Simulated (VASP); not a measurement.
# Y (Fm-3m) in VASP: further runs

Runs on Y. Level: revPBE. Tasks: single point.

All numbers are computed with VASP 6.6.1; they aren't measurements. Logs are shortened: lines on timing, memory, paths and dates and some standing lists are left out, and cuts for length are marked.

### 1 The cell of the first run

The structure is cubic, space group Fm-3m (No. 225). The conventional cell has a = 5.051 Å, b = 5.051 Å, c = 5.051 Å, α = 90.00°, β = 90.00°, γ = 90.00°. Y (site symmetry m-3m) has 12 Y at 3.57 Å within 4.7 Å.

### 2 Single point, revPBE (volume scaled by 0.96)

INCAR

```
  PREC = Accurate
  ENCUT = 520
  EDIFF = 1E-6
  ISMEAR = -1
  SIGMA = 0.1
  LREAL = F
  LASPH = T
  NELM = 60
  ALGO = Normal
  ISIF = 2
  LWAVE = F
  LCHARG = F
  GGA = RE
  NBANDS = 12
```

KPOINTS

```
regular mesh
0
Gamma
  12 12 12
```

POSCAR

```
Y
1.0
    0.0000000000      2.5257020593      2.5257020593
    2.5257020593      0.0000000000      2.5257020593
    2.5257020593      2.5257020593      0.0000000000
Y
1
Direct
    0.0000000000      0.0000000000      0.0000000000
```

Potentials or basis: VASP PAW PBE potentials, release 64 (Y_sv).

The run is started by

```bash
$ cat potpaw_PBE.64/Y_sv/POTCAR > POTCAR
$ mpirun -np 1 vasp_std > vasp.out
```

OUTCAR:

```text
PREC = Accurate
   ENCUT = 520
   EDIFF = 1E-6
   ISMEAR = -1
   LREAL = F
   LASPH = T
   NELM = 60
   ISIF = 2
   GGA = RE

 ion  position               nearest neighbor table
   1  0.000  0.000  0.000-

  LATTYP: Found a face centered cubic cell.
 ALAT       =     5.0514041186

  Lattice vectors:

 A1 = (   0.0000000000,   2.5257020593,   2.5257020593)
 A2 = (   2.5257020593,   0.0000000000,   2.5257020593)
 A3 = (   2.5257020593,   2.5257020593,   0.0000000000)

Analysis of symmetry for initial positions (statically):
=====================================================================
 Subroutine PRICEL returns:
 Original cell was already a primitive cell.

 Routine SETGRP: Setting up the symmetry group for a
 face centered cubic supercell.

 Subroutine GETGRP returns: Found 48 space group operations
 (whereof 48 operations were pure point group operations)
 out of a pool of 48 trial point group operations.

The static configuration has the point symmetry O_h .

Analysis of symmetry for dynamics (positions and initial velocities):
=====================================================================
 Subroutine PRICEL returns:
 Original cell was already a primitive cell.

 Routine SETGRP: Setting up the symmetry group for a
 face centered cubic supercell.

 Subroutine GETGRP returns: Found 48 space group operations
 (whereof 48 operations were pure point group operations)
 out of a pool of 48 trial point group operations.

The dynamic configuration has the point symmetry O_h .

 Subroutine INISYM returns: Found 48 space group operations
 (whereof 48 operations are pure point group operations),
 and found     1 'primitive' translations

----------------------------------------------------------------------------------------

                                     Primitive cell

  volume of cell :      32.2238

  direct lattice vectors                    reciprocal lattice vectors
     0.000000000  2.525702059  2.525702059    -0.197964759  0.197964759  0.197964759
     2.525702059  0.000000000  2.525702059     0.197964759 -0.197964759  0.197964759
     2.525702059  2.525702059  0.000000000     0.197964759  0.197964759 -0.197964759

  length of vectors
     3.571882107  3.571882107  3.571882107     0.342885021  0.342885021  0.342885021

  position of ions in fractional coordinates (direct lattice)
     0.000000000  0.000000000  0.000000000

  ion indices of the primitive-cell ions
   primitive index   ion index
                 1           1

----------------------------------------------------------------------------------------

 KPOINTS: regular mesh

Automatic generation of k-mesh.
 Grid dimensions read from file:
 generate k-points for:   12   12   12

 Generating k-lattice:

  Cartesian coordinates                     Fractional coordinates (reciprocal lattice)
    -0.016497063  0.016497063  0.016497063     0.083333333  0.000000000  0.000000000
     0.016497063 -0.016497063  0.016497063     0.000000000  0.083333333  0.000000000
     0.016497063  0.016497063 -0.016497063     0.000000000  0.000000000  0.083333333

  Length of vectors
     0.028573752  0.028573752  0.028573752

  Shift w.r.t. Gamma in fractional coordinates (k-lattice)
     0.000000000  0.000000000  0.000000000

 Subroutine IBZKPT returns following result:
 ===========================================

 Found     72 irreducible k-points:

 Following reciprocal coordinates:
            Coordinates               Weight
  0.000000  0.000000  0.000000      1.000000
  0.083333  0.000000  0.000000      8.000000
  0.166667  0.000000  0.000000      8.000000
  0.250000  0.000000  0.000000      8.000000
  0.333333  0.000000  0.000000      8.000000
  0.416667  0.000000  0.000000      8.000000
[... 16 lines left out ...]
  0.500000  0.166667  0.000000     24.000000
 -0.416667  0.166667  0.000000     24.000000
 [... further k-points ...]
   k-points           NKPTS =     72   k-points in BZ     NKDIM =     72   number of bands    NBANDS=     12
   number of dos      NEDOS =    301   number of ions     NIONS =      1
   total plane-waves  NPLWV =  21952
   dimension x,y,z NGX =    28 NGY =   28 NGZ =   28
   dimension x,y,z NGXF=    56 NGYF=   56 NGZF=   56
   ions per type =               1
   NGX,Y,Z   is equivalent  to a cutoff of  13.03, 13.03, 13.03 a.u.
   NGXF,Y,Z  is equivalent  to a cutoff of  26.06, 26.06, 26.06 a.u.
 SYSTEM =  unknown system
   PREC   = accura    normal or accurate (medium, high low for compatibility)
   ISTART =      0    job   : 0-new  1-cont  2-samecut
   ICHARG =      2    charge: 1-file 2-atom 10-const
   ISPIN  =      1    spin polarized calculation?
   LNONCOLLINEAR =      F non collinear calculations
   LSORBIT =      F    spin-orbit coupling
   LASPH  =      T    aspherical Exc in radial PAW
   ENCUT  =  520.0 eV  38.22 Ry    6.18 a.u.   6.64  6.64  6.64*2*pi/ulx,y,z
   NELM   =     60;   NELMIN=  2; NELMDL= -5     # of ELM steps
   EDIFF  = 0.1E-05   stopping-criterion for ELM
   LREAL  =      F    real-space projection
   EDIFFG = 0.1E-04   stopping-criterion for IOM
   NSW    =      0    number of steps for IOM
   IBRION =     -1    ionic relax: 0-MD 1-quasi-New 2-CG
   NFREE  =      0    steps in history (QN), initial steepest desc. (CG)
   ISIF   =      2    stress and relaxation
   ISYM   =      2    0-nonsym 1-usesym 2-fastsym
   POTIM  = 0.5000    time-step for ionic-motion
   TEBEG  =    0.0;   TEEND  =   0.0 temperature during run
   PSTRESS=    0.0 pullay stress
   NELECT =      11.0000    total number of electrons
   NUPDOWN=      -1.0000    fix difference up-down
   EMIN   =  10.00;   EMAX   =-10.00  energy-range for DOS
   EFERMI =   0.00;   METHOD = LEGACY
   ISMEAR =    -1;   SIGMA  =   0.10  broadening in eV -4-tet -1-fermi 0-gaus
   EFERMI_NEDOS =   21; number of points for ismear=-14 and -15
   IALGO  =     38    algorithm
   IMIX   =      4    mixing-type and parameters
     AMIX     =   0.40;   BMIX     =  1.00
     AMIX_MAG =   1.60;   BMIX_MAG =  1.00
  volume/ion in A,a.u.               =      32.22       217.46
  Fermi-wavevector in a.u.,A,eV,Ry     =   1.144143  2.162117 17.810884  1.309063
  Thomas-Fermi vector in A             =   2.280836
   LORBIT       =      0    0 simple, 1 ext, 2 COOP (PROOUT), +10 PAW based schemes
   GGA     = RE    functional components
   LHFCALC =     F    Hartree Fock is set to
   AEXX    =    0.0000 exact exchange contribution
   IVDW    =     0    specifies the selected vdW correction
   LEPSILON=     F    determine dielectric tensor
   LRPA    =     F    only Hartree local field effects (RPA)
 non-spin polarized calculation
  energy-cutoff  :      520.00
  volume of cell :       32.22
 maximum number of plane-waves:       893
   NGX = 13   NGY = 13   NGZ = 13

 number of electron      11.0000000 magnetization

 Free energy of the ion-electron system (eV)
  ---------------------------------------------------
  ext. energy  EPLUGINS =         0.00000000
  ---------------------------------------------------
  free energy    TOTEN  =        -6.16151481 eV

  energy without entropy =       -6.10725508  energy(sigma->0) =       -6.13438495

 E-fermi :   3.2213     XC(G=0):  -9.4316

 val. band max:        3.2155818096   @ k =  -0.3333   0.2500   0.0000
 cond. band min:       3.2362425708   @ k =   0.4167   0.2500   0.0833
 fundamental gap:      0.0206607612
 Fermi energy:         3.2212526644

 k-point     1 :       0.0000    0.0000    0.0000
  band No.  band energies     occupation
      1     -39.4643      2.00000
      2     -19.1570      2.00000
      3     -19.1570      2.00000
      4     -19.1570      2.00000
      5      -1.5472      2.00000
      6       5.0315      0.00000
      7       5.0315      0.00000
      8       5.0315      0.00000
      9       7.0639      0.00000
     10       7.0639      0.00000
     11      12.1943      0.00000
     12      15.5139      0.00000

 k-point     2 :       0.0833    0.0000    0.0000
  band No.  band energies     occupation
      1     -39.4598      2.00000
      2     -19.1980      2.00000
      3     -19.1621      2.00000
      4     -19.1621      2.00000
      5      -1.3729      2.00000
      6       4.8351      0.00000
      7       5.1124      0.00000
      8       5.1124      0.00000
      9       6.9735      0.00000
     10       6.9735      0.00000
     11      12.5921      0.00000
     12      14.7393      0.00000

 k-point     3 :       0.1667    0.0000    0.0000
  band No.  band energies     occupation
      1     -39.4475      2.00000
      2     -19.3085      2.00000
      3     -19.1762      2.00000
      4     -19.1762      2.00000
      5      -0.8806      2.00000
      6       4.3897      0.00002
      7       5.2736      0.00000
      8       5.2736      0.00000
      9       6.8498      0.00000
     10       6.8498      0.00000
     11      13.1805      0.00000
     12      13.9752      0.00000

 k-point     4 :       0.2500    0.0000    0.0000
  band No.  band energies     occupation
      1     -39.4306      2.00000
      2     -19.4557      2.00000
      3     -19.1953      2.00000
      4     -19.1953      2.00000
      5      -0.1685      2.00000
      6       3.9463      0.00142
      7       5.2825      0.00000
      8       5.2825      0.00000
      9       7.0361      0.00000
     10       7.0361      0.00000
     11      12.3468      0.00000
     12      14.6571      0.00000

 k-point     5 :       0.3333    0.0000    0.0000
  band No.  band energies     occupation
      1     -39.4137      2.00000
      2     -19.5987      2.00000
      3     -19.2143      2.00000
      4     -19.2143      2.00000
      5       0.5735      2.00000
      6       3.7014      0.01629
      7       5.1043      0.00000
      8       5.1043      0.00000
      9       7.5995      0.00000
     10       7.5995      0.00000
     11      11.6132      0.00000
     12      13.8519      0.00000
[... 228 lines left out ...]
      1     -39.4138      2.00000
      2     -19.5162      2.00000
      3     -19.2568      2.00000
      4     -19.2543      2.00000
      5       0.5785      2.00000
      6       3.4446      0.19361
      7       4.7144      0.00000
      8       5.7795      0.00000
      9       6.8406      0.00000
     10       7.9680      0.00000
     11      13.0369      0.00000
     12      14.9163      0.00000

 k-point    22 :       0.4167    0.1667    0.0000
  band No.  band energies     occupation
      1     -39.3999      2.00000
      2     -19.6185      2.00000
      3     -19.2898      2.00000
      4     -19.2662      2.00000
      5       1.2750      2.00000
      6       3.2942      0.65051
      7       4.3992      0.00002
      8       5.6154      0.00000
      9       7.7429      0.00000
     10       8.4513      0.00000
     11      11.7954      0.00000
     12      13.9065      0.00000

 k-point    23 :       0.5000    0.1667    0.0000
  band No.  band energies     occupation
      1     -39.3911      2.00000
      2     -19.6789      2.00000
      3     -19.3206      2.00000
      4     -19.2662      2.00000
      5       1.7276      2.00000
      6       3.2617      0.80032
      7       4.3542      0.00002
      8       5.4482      0.00000
      9       8.5799      0.00000
     10       8.6353      0.00000
     11      10.7674      0.00000
     12      13.4394      0.00000

 k-point    24 :      -0.4167    0.1667    0.0000
  band No.  band energies     occupation
      1     -39.3900      2.00000
      2     -19.6839      2.00000
      3     -19.3398      2.00000
      4     -19.2543      2.00000
      5       1.8173      2.00000
      6       3.3314      0.49879
      7       4.3274      0.00003
      8       5.3757      0.00000
      9       8.1240      0.00000
     10       9.1150      0.00000
     11      10.7400      0.00000
     12      13.4353      0.00000

 [... further k-points ...]

------------------------ aborting loop because EDIFF is reached ----------------------------------------

  FORCE on cell =-STRESS in cart. coord.  units (eV):
  Direction    XX          YY          ZZ          XY          YZ          ZX
  --------------------------------------------------------------------------------------
  -------------------------------------------------------------------------------------
  Total        0.2896526      0.2896526      0.2896526     -0.0000000      0.0000000      0.0000000
  in kB       14.4016303     14.4016303     14.4016303     -0.0000000      0.0000000      0.0000000
  external PRESSURE =      14.4016303 kB  Pullay stress =       0.0000000 kB

 VOLUME and BASIS-vectors are now :
 -----------------------------------------------------------------------------
  energy-cutoff  :      520.00
  volume of cell :       32.22
      direct lattice vectors                 reciprocal lattice vectors
     0.000000000  2.525702059  2.525702059    -0.197964759  0.197964759  0.197964759
     2.525702059  0.000000000  2.525702059     0.197964759 -0.197964759  0.197964759
     2.525702059  2.525702059  0.000000000     0.197964759  0.197964759 -0.197964759

 POSITION                                       TOTAL-FORCE (eV/Angst)
 -----------------------------------------------------------------------------------
      0.00000      0.00000      0.00000         0.000000      0.000000      0.000000
 -----------------------------------------------------------------------------------
    total drift:                               -0.000000     -0.000000     -0.000000

  FREE ENERGIE OF THE ION-ELECTRON SYSTEM (eV)
  ---------------------------------------------------
  free  energy   TOTEN  =        -6.1615148138 eV

  energy  without entropy=       -6.1072550793  energy(sigma->0) =       -6.13438495
```

Wall time 15 s (1 thread of Intel Xeon 6975P-C (Granite Rapids), shared host); peak memory 0.19 GiB.

Results:

```
Free energy : -6.1615 eV
Pressure    : 1.4 GPa
```

Caveat: the PAW data sets were made with another functional, which shifts forces and pressure a little.

(Continued in part 2 of 2.)
